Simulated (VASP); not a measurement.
W: electric field gradients with LDA

Crystal: W.

```
CELL_PARAMETERS angstrom
0.00000 1.99559 1.99559
1.99559 0.00000 1.99559
1.99559 1.99559 0.00000
ATOMIC_POSITIONS crystal
W 0.00000 0.00000 0.00000
```

This cell differs from its parent crystal: volume scaled by 0.95.

```json
{
 "Program": "VASP 6.6.1",
 "Task": "electric field gradients",
 "Functional": "LDA",
 "Potentials or basis": "VASP PAW LDA potentials, release 64 (W_sv)",
 "Cutoff": "520 eV",
 "k mesh": "14 × 14 × 14",
 "Occupations": "fermi-dirac, width 0.05 eV",
 "Spin": "no spin polarisation",
 "Dipole correction": "no",
 "Further INCAR settings": "ALGO = Normal; EDIFF = 1e-08; NBANDS = 13"
}
```

| Quantity | Value |
| --- | --- |
| Pressure | -2.3 GPa |
| Band gap on the k mesh | zero (band 7 reaches 14.18 eV, above the bottom of band 8 at 10.18 eV) |

Levels at points of the mesh, in eV from the Fermi level:
| k point | band 3 | band 4 | band 5 | band 6 | band 7 | band 8 | band 9 | band 10 | band 11 | band 12 |
| --- | --- | --- | --- | --- | --- | --- | --- | --- | --- | --- |
| (0.00, 0.00, 0.00) | -36.97 | -36.97 | -9.03 | -0.59 | -0.59 | -0.59 | 2.64 | 2.64 | 12.95 | 18.26 |
| (0.50, 0.00, 0.00) | -37.14 | -37.14 | -5.71 | -0.84 | -0.84 | 0.93 | 5.27 | 5.27 | 10.82 | 12.60 |
| (0.50, 0.50, 0.00) | -37.44 | -37.44 | -5.67 | -4.68 | 3.42 | 5.21 | 6.05 | 6.05 | 12.13 | 12.13 |

It took 11 s on 1 thread of Intel(R) Xeon(R) Platinum 8488C (Sapphire Rapids), with other jobs on the host, peak memory 0.14 GiB.

Caveat: without QUAD_EFG the Cq values of the log hold for a quadrupole moment of 1 mb, not for the nuclei; spin-orbit coupling is left out, which moves the levels of the heavy elements.
